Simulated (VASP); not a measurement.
# Mn2Te3S (P6/mmm) in VASP: a series of runs

Runs on Mn2Te3S. Level: PBE. Tasks: single point.

Everything below comes from runs of VASP 6.6.1. Logs are shortened: lines on timing, memory, paths and dates and some standing lists are left out, and cuts for length are marked.

## (1) The cell of the first run

It takes space group P6/mmm (No. 191, hexagonal). The conventional cell has a = 6.438 Å, b = 6.438 Å, c = 4.363 Å, α = 90.00°, β = 90.00°, γ = 120.00°. Within 3.8 Å of Mn (site symmetry -6m2) lie 6 Te at 2.87 Å and 3 Mn at 3.72 Å and 3 S at 3.72 Å. Within 3.9 Å of Te (site symmetry mmm) lie 4 Mn at 2.87 Å and 4 Te at 3.22 Å and 4 S at 3.89 Å. Within 4.9 Å of S (site symmetry 6/mmm) lie 6 Mn at 3.72 Å and 12 Te at 3.89 Å and 2 S at 4.36 Å.

The cell was generated, and may not be a known phase.

## (2) Single point, PBE, collinear spin, ferromagnetic start

Contents of INCAR:

```
SYSTEM = Mn2Te3S
  ALGO = Normal
  EDIFF = 1E-6
  ENCUT = 520
  GGA = PE
  ISIF = 2
  ISMEAR = 0
  ISPIN = 2
  LASPH = .TRUE.
  LCHARG = .FALSE.
  LMAXMIX = 4
  LORBIT = 11
  LREAL = .FALSE.
  LWAVE = .FALSE.
  MAGMOM = 4 4 0 0 0 0
  NBANDS = 38
  NELM = 150
  PREC = Accurate
  SIGMA = 0.15
```

Contents of KPOINTS:

```
k-points
0
G
  2 2 3
  0 0 0
```

Contents of POSCAR:

```
Mn2Te3S
1.0
    6.4381567549      0.0000000029      0.0000000000
   -3.2190783800      5.5756073019      0.0000000000
    0.0000000000      0.0000000000      4.3626620896
Mn Te S
2 3 1
Direct
    0.3333333333      0.6666666667      0.0000000000
    0.6666666667      0.3333333333      0.0000000000
    0.5000000000      0.0000000000      0.5000000000
    0.5000000000      0.5000000000      0.5000000000
    0.0000000000      0.5000000000      0.5000000000
    0.0000000000      0.0000000000      0.0000000000
```

Potentials or basis: VASP PAW PBE potentials, release 64 (Mn_pv, Te, S).

On the command line:

```bash
$ cat potpaw_PBE.64/Mn_pv/POTCAR potpaw_PBE.64/Te/POTCAR potpaw_PBE.64/S/POTCAR > POTCAR
$ mpirun -np 1 vasp_std > vasp.out
```

OUTCAR:

```text
SYSTEM = Mn2Te3S
   EDIFF = 1E-6
   ENCUT = 520
   GGA = PE
   ISIF = 2
   ISMEAR = 0
   ISPIN = 2
   LASPH = .TRUE.
   LORBIT = 11
   LREAL = .FALSE.
   NELM = 150
   PREC = Accurate

 ion  position               nearest neighbor table
   1  0.333  0.667  0.000-   5 2.87   5 2.87   3 2.87   3 2.87   4 2.87   4 2.87
   2  0.667  0.333  0.000-   5 2.87   5 2.87   3 2.87   3 2.87   4 2.87   4 2.87
   3  0.500  0.000  0.500-   1 2.87   2 2.87   1 2.87   2 2.87   5 3.22   5 3.22   4 3.22   4 3.22

   4  0.500  0.500  0.500-   1 2.87   2 2.87   1 2.87   2 2.87   5 3.22   5 3.22   3 3.22   3 3.22

   5  0.000  0.500  0.500-   1 2.87   2 2.87   1 2.87   2 2.87   4 3.22   4 3.22   3 3.22   3 3.22

   6  0.000  0.000  0.000-

  LATTYP: Found a hexagonal cell.
 ALAT       =     6.4381567549
 C/A-ratio  =     0.6776259504

  Lattice vectors:

 A1 = (   6.4381567549,   0.0000000029,   0.0000000000)
 A2 = (  -3.2190783800,   5.5756073019,   0.0000000000)
 A3 = (   0.0000000000,   0.0000000000,   4.3626620896)

Analysis of symmetry for initial positions (statically):
=====================================================================
 Subroutine PRICEL returns:
 Original cell was already a primitive cell.

 Routine SETGRP: Setting up the symmetry group for a
 hexagonal supercell.

 Subroutine GETGRP returns: Found 24 space group operations
 (whereof 24 operations were pure point group operations)
 out of a pool of 24 trial point group operations.

The static configuration has the point symmetry D_6h.

Analysis of symmetry for dynamics (positions and initial velocities):
=====================================================================
 Subroutine PRICEL returns:
 Original cell was already a primitive cell.

 Routine SETGRP: Setting up the symmetry group for a
 hexagonal supercell.

 Subroutine GETGRP returns: Found 24 space group operations
 (whereof 24 operations were pure point group operations)
 out of a pool of 24 trial point group operations.

The dynamic configuration has the point symmetry D_6h.

Analysis of structural, dynamic, and magnetic symmetry:
=====================================================================
 Subroutine PRICEL returns:
 Original cell was already a primitive cell.

 Routine SETGRP: Setting up the symmetry group for a
 hexagonal supercell.

 Subroutine GETGRP returns: Found 24 space group operations
 (whereof 24 operations were pure point group operations)
 out of a pool of 24 trial point group operations.

The overall configuration has the point symmetry D_6h.

 Subroutine INISYM returns: Found 24 space group operations
 (whereof 24 operations are pure point group operations),
 and found     1 'primitive' translations

----------------------------------------------------------------------------------------

                                     Primitive cell

  volume of cell :     156.6049

  direct lattice vectors                    reciprocal lattice vectors
     6.438156755  0.000000003  0.000000000     0.155323960  0.089676330  0.000000000
    -3.219078380  5.575607302  0.000000000    -0.000000000  0.179352660  0.000000000
     0.000000000  0.000000000  4.362662090     0.000000000  0.000000000  0.229217844

  length of vectors
     6.438156755  6.438156755  4.362662090     0.179352660  0.179352660  0.229217844

  position of ions in fractional coordinates (direct lattice)
     0.333333333  0.666666667  0.000000000
     0.666666667  0.333333333  0.000000000
     0.500000000  0.000000000  0.500000000
     0.500000000  0.500000000  0.500000000
     0.000000000  0.500000000  0.500000000
     0.000000000  0.000000000  0.000000000

  ion indices of the primitive-cell ions
   primitive index   ion index
                 1           1
                 2           2
                 3           3
                 4           4
                 5           5
                 6           6

[... 21 lines left out ...]
 Subroutine IBZKPT returns following result:
 ===========================================

 Found      4 irreducible k-points:

 Following reciprocal coordinates:
            Coordinates               Weight
  0.000000  0.000000  0.000000      1.000000
  0.500000  0.000000  0.000000      3.000000
  0.000000  0.000000  0.333333      2.000000
  0.500000  0.000000  0.333333      6.000000
   k-points           NKPTS =      4   k-points in BZ     NKDIM =      4   number of bands    NBANDS=     38
   number of dos      NEDOS =    301   number of ions     NIONS =      6
   total plane-waves  NPLWV =  73728
   dimension x,y,z NGX =    48 NGY =   48 NGZ =   32
   dimension x,y,z NGXF=    96 NGYF=   96 NGZF=   64
   ions per type =               2   3   1
   NGX,Y,Z   is equivalent  to a cutoff of  12.39, 12.39, 12.19 a.u.
   NGXF,Y,Z  is equivalent  to a cutoff of  24.79, 24.79, 24.39 a.u.
 SYSTEM =  Mn2Te3S
   PREC   = accura    normal or accurate (medium, high low for compatibility)
   ISTART =      0    job   : 0-new  1-cont  2-samecut
   ICHARG =      2    charge: 1-file 2-atom 10-const
   ISPIN  =      2    spin polarized calculation?
   LNONCOLLINEAR =      F non collinear calculations
   LSORBIT =      F    spin-orbit coupling
   LASPH  =      T    aspherical Exc in radial PAW
   ENCUT  =  520.0 eV  38.22 Ry    6.18 a.u.  11.97 11.97  8.11*2*pi/ulx,y,z
   NELM   =    150;   NELMIN=  2; NELMDL= -5     # of ELM steps
   EDIFF  = 0.1E-05   stopping-criterion for ELM
   LREAL  =      F    real-space projection
   EDIFFG = 0.1E-04   stopping-criterion for IOM
   NSW    =      0    number of steps for IOM
   IBRION =     -1    ionic relax: 0-MD 1-quasi-New 2-CG
   NFREE  =      0    steps in history (QN), initial steepest desc. (CG)
   ISIF   =      2    stress and relaxation
   ISYM   =      2    0-nonsym 1-usesym 2-fastsym
   POTIM  = 0.5000    time-step for ionic-motion
   TEBEG  =    0.0;   TEEND  =   0.0 temperature during run
   PSTRESS=    0.0 pullay stress
   NELECT =      50.0000    total number of electrons
   NUPDOWN=      -1.0000    fix difference up-down
   EMIN   =  10.00;   EMAX   =-10.00  energy-range for DOS
   EFERMI =   0.00;   METHOD = LEGACY
   ISMEAR =     0;   SIGMA  =   0.15  broadening in eV -4-tet -1-fermi 0-gaus
   EFERMI_NEDOS =   21; number of points for ismear=-14 and -15
   IALGO  =     38    algorithm
   IMIX   =      4    mixing-type and parameters
     AMIX     =   0.40;   BMIX     =  1.00
     AMIX_MAG =   1.60;   BMIX_MAG =  1.00
  volume/ion in A,a.u.               =      26.10       176.14
  Fermi-wavevector in a.u.,A,eV,Ry     =   1.118913  2.114439 17.034042  1.251967
  Thomas-Fermi vector in A             =   2.255548
   LORBIT       =     11    0 simple, 1 ext, 2 COOP (PROOUT), +10 PAW based schemes
   GGA     = PE    functional components
   LHFCALC =     F    Hartree Fock is set to
   AEXX    =    0.0000 exact exchange contribution
   IVDW    =     0    specifies the selected vdW correction
   LEPSILON=     F    determine dielectric tensor
   LRPA    =     F    only Hartree local field effects (RPA)
 spin polarized calculation
 Gauss-broadening in eV      SIGMA  =   0.15
  energy-cutoff  :      520.00
  volume of cell :      156.60
 maximum number of plane-waves:      4220
 NGX is ok and might be reduce to    48
   NGX = 23   NGY = 23   NGZ = 17

 number of electron      49.9999993 magnetization       8.9008402

 Free energy of the ion-electron system (eV)
  ---------------------------------------------------
  ext. energy  EPLUGINS =         0.00000000
  ---------------------------------------------------
  free energy    TOTEN  =       -29.11898625 eV

  energy without entropy =      -29.05852863  energy(sigma->0) =      -29.08875744

 E-fermi :   5.8040     XC(G=0):  -9.6336

 val. band max:        5.8012122907   @ k =   0.5000   0.0000   0.0000
 cond. band min:       5.8386007697   @ k =   0.0000   0.0000   0.3333
 fundamental gap:      0.0373884789
 Fermi energy:         5.8039585621

 spin component 1

 k-point     1 :       0.0000    0.0000    0.0000
  band No.  band energies     occupation
      1     -45.0562      1.00000
      2     -45.0562      1.00000
      3     -45.0539      1.00000
      4     -45.0538      1.00000
      5     -44.9845      1.00000
      6     -44.9837      1.00000
[... 149 lines left out ...]
     36      11.0362      0.00000
     37      11.1998      0.00000
 Fermi energy:         5.8039585621

 spin component 2

 k-point     1 :       0.0000    0.0000    0.0000
  band No.  band energies     occupation
      1     -40.7610      1.00000
      2     -40.7598      1.00000
      3     -40.6969      1.00000
      4     -40.6969      1.00000
      5     -40.6938      1.00000
      6     -40.6938      1.00000
[... 149 lines left out ...]
     36      11.7253      0.00000
     37      11.8449      0.00000
 [bands above 37 left out]

------------------------ aborting loop because EDIFF is reached ----------------------------------------

  FORCE on cell =-STRESS in cart. coord.  units (eV):
  Direction    XX          YY          ZZ          XY          YZ          ZX
  --------------------------------------------------------------------------------------
  -------------------------------------------------------------------------------------
  Total       -0.5740158     -0.5740158     -0.2967013      0.0000000     -0.0000000     -0.0000000
  in kB       -5.8725827     -5.8725827     -3.0354611      0.0000000     -0.0000000     -0.0000000
  external PRESSURE =      -4.9268755 kB  Pullay stress =       0.0000000 kB

 VOLUME and BASIS-vectors are now :
 -----------------------------------------------------------------------------
  energy-cutoff  :      520.00
  volume of cell :      156.60
      direct lattice vectors                 reciprocal lattice vectors
     6.438156755  0.000000003  0.000000000     0.155323960  0.089676330  0.000000000
    -3.219078380  5.575607302  0.000000000    -0.000000000  0.179352660  0.000000000
     0.000000000  0.000000000  4.362662090     0.000000000  0.000000000  0.229217844

 POSITION                                       TOTAL-FORCE (eV/Angst)
 -----------------------------------------------------------------------------------
     -0.00000      3.71707      0.00000        -0.000000      0.000000      0.000000
      3.21908      1.85854      0.00000         0.000000     -0.000000      0.000000
      3.21908      0.00000      2.18133         0.000000      0.000000      0.000000
      1.60954      2.78780      2.18133         0.000000      0.000000      0.000000
     -1.60954      2.78780      2.18133         0.000000      0.000000      0.000000
      0.00000      0.00000      0.00000         0.000000      0.000000      0.000000
 -----------------------------------------------------------------------------------
    total drift:                               -0.000000      0.000000      0.000000

  FREE ENERGIE OF THE ION-ELECTRON SYSTEM (eV)
  ---------------------------------------------------
  free  energy   TOTEN  =       -29.1189862490 eV

  energy  without entropy=      -29.0585286311  energy(sigma->0) =      -29.08875744

 total charge

# of ion       s       p       d       tot
------------------------------------------
    1        0.241   6.144   4.964  11.350
    2        0.241   6.144   4.964  11.350
    3        1.413   1.870   0.055   3.338
    4        1.413   1.870   0.055   3.338
    5        1.413   1.870   0.055   3.338
    6        1.376   2.187   0.000   3.563
--------------------------------------------------
tot          6.097  20.086  10.093  36.276

 magnetization (x)

# of ion       s       p       d       tot
------------------------------------------
    1        0.073   0.038   3.996   4.108
    2        0.073   0.038   3.996   4.108
    3        0.020   0.006   0.012   0.038
    4        0.020   0.006   0.012   0.038
    5        0.020   0.006   0.012   0.038
    6       -0.001  -0.084   0.000  -0.085
--------------------------------------------------
tot          0.206   0.009   8.028   8.243
```

Wall time 75 s (1 thread of Oxide Virtual Turin-like, shared host); peak memory 0.29 GiB.

Results:

* Free energy: -29.1190 eV
* Pressure: -0.5 GPa
* Net moment: 8.90 μB per cell
* Site moments: Mn +4.11; Te +0.04; S -0.09 μB
* Valence electrons inside the program's atomic spheres: Mn 11.35; Te 3.34; S 3.56

Caveat: the k points lie up to 0.56 Å⁻¹ apart; spin-orbit coupling is left out, which moves the levels of the heavy elements; semilocal functionals often make such compounds metallic where correlation or magnetic order opens a gap, which also shifts bond lengths; the run started ferromagnetic, and an antiferromagnetic order may lie lower in energy.

## (3) Single point, PBE, collinear spin, ferromagnetic start

This run uses another cell than the first one, of 41.21 Å³/atom.

Contents of INCAR:

```
PREC = Accurate
ENCUT = 520
EDIFF = 1E-6
ISMEAR = 0
SIGMA = 0.15
LREAL = False
LASPH = True
NELM = 150
ALGO = Normal
ISIF = 2
LWAVE = False
LCHARG = True
ISPIN = 2
MAGMOM = 4 4 0 0 0 0
LORBIT = 11
LMAXMIX = 4
GGA = PE
LELF = True
LVHAR = True
NBANDS = 38
```

Contents of KPOINTS:

```
Automatic mesh
0
Gamma
  3 3 1
```

Contents of POSCAR:

```
Mn2Te3S
1.0
    5.4682520266      0.0000000000      0.0000000000
   -2.7341260133      4.7356451693      0.0000000000
    0.0000000000      0.0000000000      9.5482760602
Mn Te S
2 3 1
Direct
    0.0000000000      0.0000000000      0.2625929590
    0.0000000000      0.0000000000      0.7374070410
    0.0000000000      0.0000000000      0.0000000000
    0.3333333333      0.6666666667      0.5000000000
    0.6666666667      0.3333333333      0.5000000000
    0.0000000000      0.0000000000      0.5000000000
```

Potentials or basis: VASP PAW PBE potentials, release 64 (Mn_pv, Te, S).

On the command line:

```bash
$ cat potpaw_PBE.64/Mn_pv/POTCAR potpaw_PBE.64/Te/POTCAR potpaw_PBE.64/S/POTCAR > POTCAR
$ mpirun -np 1 vasp_std > vasp.out
```

Wall time 1.8 min (1 thread of Oxide Virtual Turin-like, shared host); peak memory 0.43 GiB.

Results (log left out):

```yaml
Free_energy: -27.9861 eV
Pressure: -0.1 GPa
Largest_force: 0.010 eV/Å
Net_moment: 9.50 μB per cell
Site_moments: Mn +4.21; Te +0.11, -0.01 (each value once); S +0.03 μB
Valence_electrons_inside_the_program's_atomic_spheres: Mn 11.35; Te 3.46, 3.24 (each value once); S 3.72
```

Forces on the atoms (eV/Å):
```
Mn   0.000  0.000  0.010
Mn   0.000  0.000 -0.010
Te   0.000  0.000  0.000
Te   0.000  0.000  0.000
Te   0.000  0.000  0.000
S    0.000  0.000  0.000
```

Stress tensor (GPa, compression positive):
```
-0.06  0.00  0.00
 0.00 -0.06  0.00
 0.00  0.00 -0.22
```

Levels at points of the mesh, in eV from the Fermi level:
Spin up:
```csv
k point,band 28,band 29,band 30,band 31,band 32,band 33
"(0.00, 0.00, 0.00)",-0.20,-0.20,-0.10,0.40,2.86,2.86
```
Spin down:
| k point | band 18 | band 19 | band 20 | band 21 | band 22 | band 23 |
| --- | --- | --- | --- | --- | --- | --- |
| (0.00, 0.00, 0.00) | -0.87 | -0.87 | -0.02 | 0.28 | 0.31 | 0.31 |

Caveat: the k points lie up to 0.66 Å⁻¹ apart; spin-orbit coupling is left out, which moves the levels of the heavy elements; semilocal functionals often make such compounds metallic where correlation or magnetic order opens a gap, which also shifts bond lengths; the run started ferromagnetic, and an antiferromagnetic order may lie lower in energy.

## (4) Single point, PBE, collinear spin, ferromagnetic start

This run uses another cell than the first one, of 28.06 Å³/atom.

Contents of INCAR:

```
PREC     = Accurate       # precision mode
ENCUT    = 520            # plane-wave cutoff, eV
EDIFF    = 1E-6           # SCF threshold, eV
ISMEAR   = 0              # smearing method
SIGMA    = 0.15           # smearing width, eV
LREAL    = F              # projectors in reciprocal space
LASPH    = T              # aspherical terms in the spheres
NELM     = 150            # most SCF steps
ALGO     = Normal         # electronic algorithm
ISIF     = 2              # what is computed and relaxed
LWAVE    = F              # write WAVECAR
LCHARG   = F              # write CHGCAR
ISPIN    = 2              # spin polarisation
MAGMOM   = 4 4 0 0 0 0    # initial moments
LORBIT   = 11             # projections on sites
LMAXMIX  = 4              # l up to which the mixer works
GGA      = PE             # functional
NBANDS   = 38             # bands
```

Contents of KPOINTS:

```
Automatic mesh
0
Gamma
  3 3 2
```

Contents of POSCAR:

```
Mn2Te3S
1.0
    4.1245266036      0.0000000026      0.0000000000
   -2.0622633040      3.5719448160      0.0000000000
    0.0000000000      0.0000000000     11.4290500726
Mn Te S
2 3 1
Direct
    0.3333333333      0.6666666667      0.0000000000
    0.6666666667      0.3333333333      0.0000000000
    0.0000000000      0.0000000000      0.2509859262
    0.0000000000      0.0000000000      0.7490140738
    0.0000000000      0.0000000000      0.5000000000
    0.0000000000      0.0000000000      0.0000000000
```

On the command line:

```bash
$ cat potpaw_PBE.64/Mn_pv/POTCAR potpaw_PBE.64/Te/POTCAR potpaw_PBE.64/S/POTCAR > POTCAR
$ mpirun -np 1 vasp_std > vasp.out
```

Wall time 71 s (1 thread of Oxide Virtual Turin-like, shared host); peak memory 0.34 GiB.

Results (log left out):

```yaml
Free_energy: -28.4555 eV
Pressure: 0.7 GPa
Largest_force: 0.075 eV/Å
Net_moment: 6.85 μB per cell
Site_moments: Mn +2.89; Te +0.18, -0.03 (each value once); S +0.04 μB
Valence_electrons_inside_the_program's_atomic_spheres: Mn 11.77; Te 3.24, 3.27 (each value once); S 3.65
```

Forces on the atoms (eV/Å):
```
Mn   0.000  0.000  0.000
Mn   0.000  0.000  0.000
Te   0.000  0.000  0.075
Te   0.000  0.000 -0.075
Te   0.000  0.000  0.000
S    0.000  0.000  0.000
```

Stress tensor (GPa, compression positive):
```
0.74 0.00 0.00
0.00 0.74 0.00
0.00 0.00 0.54
```

Levels at points of the mesh, in eV from the Fermi level:
Spin up:
```
           k point  band 26  band 27  band 28  band 29  band 30  band 31
(0.00, 0.00, 0.00)     0.26     0.28     0.28     1.40     1.40     2.38
(0.00, 0.00, 0.50)     0.24     0.24     0.98     1.42     1.42     2.34
```
Spin down:
```
           k point  band 17  band 18  band 19  band 20  band 21  band 22  band 23  band 24  band 25  band 26
(0.00, 0.00, 0.00)    -0.21    -0.08    -0.08     0.22     0.22     0.22     0.22     0.57     1.52     1.54
(0.00, 0.00, 0.50)    -0.08    -0.08     0.22     0.22     0.39     0.54     0.54     0.69     1.12     1.14
```

Caveat: the k points lie up to 0.59 Å⁻¹ apart; spin-orbit coupling is left out, which moves the levels of the heavy elements; semilocal functionals often make such compounds metallic where correlation or magnetic order opens a gap, which also shifts bond lengths; the run started ferromagnetic, and an antiferromagnetic order may lie lower in energy. With open d or f shells a metallic result of PBE can be an artefact of self-interaction; +U or a hybrid may open a gap.

## (5) The runs side by side

| cell | k mesh | gap on the mesh (eV) | pressure (GPa) | moment (μB) | largest force (eV/Å) |
| --- | --- | --- | --- | --- | --- |
| a = 6.438, b = 6.438, c = 4.363 Å, angles 90.0, 90.0, 120.0°, 6 atoms, atomic positions A | 2 × 2 × 3 | none | -0.5 | 8.90 | - |
| a = 5.468, b = 5.468, c = 9.548 Å, angles 90.0, 90.0, 120.0°, 6 atoms, atomic positions B | 3 × 3 × 1 | none | -0.1 | 9.50 | 0.01 |
| a = 4.125, b = 4.125, c = 11.429 Å, angles 90.0, 90.0, 120.0°, 6 atoms, atomic positions C | 3 × 3 × 2 | none | 0.7 | 6.85 | 0.08 |

Alike in all rows: task single point; level PBE; potentials or basis VASP PAW PBE potentials, release 64 (Mn_pv, Te, S); spin collinear, ferromagnetic start; cutoff (eV) 520; smearing gaussian 0.15 eV.

Caveats: all runs use coarse meshes; spin-orbit coupling is left out, which moves the levels of the heavy elements; semilocal functionals often make such compounds metallic where correlation or magnetic order opens a gap, which also shifts bond lengths; the run started ferromagnetic, and an antiferromagnetic order may lie lower in energy.

Absolute energies hang on the potentials; compare differences alone.

The gap in the log of VASP goes by the Fermi energy; the results here count the filled bands.